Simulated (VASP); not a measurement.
A run of VASP 6.6.1 is set up as follows.

The input INCAR:

```
  ALGO = Normal
  EDIFF = 1E-6
  ENCUT = 400
  GGA = PS
  GGA_COMPAT = False
  ISIF = 2
  ISMEAR = 0
  IVDW = 12
  LASPH = True
  LCHARG = False
  LREAL = False
  LWAVE = False
  NBANDS = 50
  NELM = 120
  PREC = Accurate
  SIGMA = 0.05
```

KPOINTS

```
k-points
0
Gamma
  9 9 2
```

The input POSCAR:

```
Te6Mo3H
1.0
    3.4334342720      0.0000000000      0.0000000000
   -1.7167171360      2.9734413017      0.0000000000
    0.0000000000      0.0000000000     20.7704294686
Te Mo H
6 3 1
Direct
    0.0000000000      0.0000000000      0.9125759363
    0.3333333333      0.6666666667      0.5917818730
    0.3333333333      0.6666666667      0.2333053354
    0.3333333333      0.6666666667      0.7666946646
    0.3333333333      0.6666666667      0.4082181270
    0.0000000000      0.0000000000      0.0874240637
    0.0000000000      0.0000000000      0.6791511892
    0.0000000000      0.0000000000      0.3208488108
    0.3333333333      0.6666666667      0.0000000000
   -0.3023098300     -0.6094882483      0.7523436347
```

Potentials or basis: VASP PAW PBE potentials, release 64 (Te, Mo_sv, H).

Command:

```bash
$ cat potpaw_PBE.64/Te/POTCAR potpaw_PBE.64/Mo_sv/POTCAR potpaw_PBE.64/H/POTCAR > POTCAR
$ mpirun -np 1 vasp_std > vasp.out
```

Q: Estimate the band gap on the k mesh.

A: Zero (an odd number of electrons rules out a gap without spin polarisation).

Q: Predict the largest force.

A: 2.046 eV/Å.

Q: Predict the dispersion energy per atom.

A: -0.504 eV.

Forces on the atoms (eV/Å):
```
Te   0.000 -0.002 -0.069
Te  -0.002 -0.021 -0.072
Te   0.000  0.000 -0.046
Te   0.004  0.000  2.046
Te   0.000 -0.002  0.056
Te   0.000  0.003  0.044
Mo   0.009 -0.038 -1.676
Mo   0.000  0.000  0.017
Mo   0.000 -0.010 -0.023
H   -0.011  0.069 -0.276
```

Caveat: the PAW data sets were made with another functional, which shifts forces and pressure a little; spin-orbit coupling is left out, which moves the levels of the heavy elements.
